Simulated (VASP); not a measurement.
Input of a VASP 6.6.1 run:

Contents of INCAR:

```
PREC = Accurate
ENCUT = 520
EDIFF = 1E-7
ISMEAR = -1
SIGMA = 0.36
LREAL = F
LASPH = T
NELM = 80
ALGO = Normal
ISIF = 2
LWAVE = F
LCHARG = F
GGA = PE
IVDW = 12
NBANDS = 60
```

File KPOINTS:

```
regular mesh
0
Gamma
  3 3 2
```

File POSCAR:

```
TiO2
1.0
   -4.4220940000      4.4220940000      1.9185050000
    4.4220940000     -4.4220940000      1.9185050000
    4.4220940000      4.4220940000     -1.9185050000
Ti O
4 8
Direct
    0.3525304529      0.0615483978      0.2991456084
   -0.0566140722      0.7077183911      0.7177708117
    1.0129010009      0.3135829855      0.3081910968
    0.6787690838      1.0092912301      0.7532178194
    0.5235952764      0.2127131468      0.6623445815
    0.1249895819      0.8634067209     -0.0051898490
    0.1071020418      0.4882676163      0.6718875718
    0.2117094396      0.2285453549      0.3250609327
    0.7238217161      0.7956315872      0.6670708492
    0.9118706923      0.5977208801      0.3823075674
    0.8550759732      0.1888644453      1.0216313810
    0.4854790800      0.8589559894      0.3490767044
```

Potentials or basis: VASP PAW PBE potentials, release 64 (Ti_sv, O).

Command:

```sh
$ cat potpaw_PBE.64/Ti_sv/POTCAR potpaw_PBE.64/O/POTCAR > POTCAR
$ mpirun -np 1 vasp_std > vasp.out
```

Q: Predict the largest force.

A: 4.372 eV/Å.

Q: Estimate the band gap on the k mesh.

A: 1.94 eV, indirect (least direct gap 2.37 eV).

Q: Predict the pressure.

A: -2.1 GPa.

Q: Predict the dispersion energy per atom.

A: -0.205 eV.

Stress tensor (GPa, compression positive):
```
 0.32  5.58  1.48
 5.58 -0.39  3.73
 1.48  3.73 -6.13
```

Caveat: the k points lie up to 0.59 Å⁻¹ apart; forces of over 1 eV/Å act on the atoms, so gaps and moduli don't describe the material at rest. A k mesh can miss the band edges.
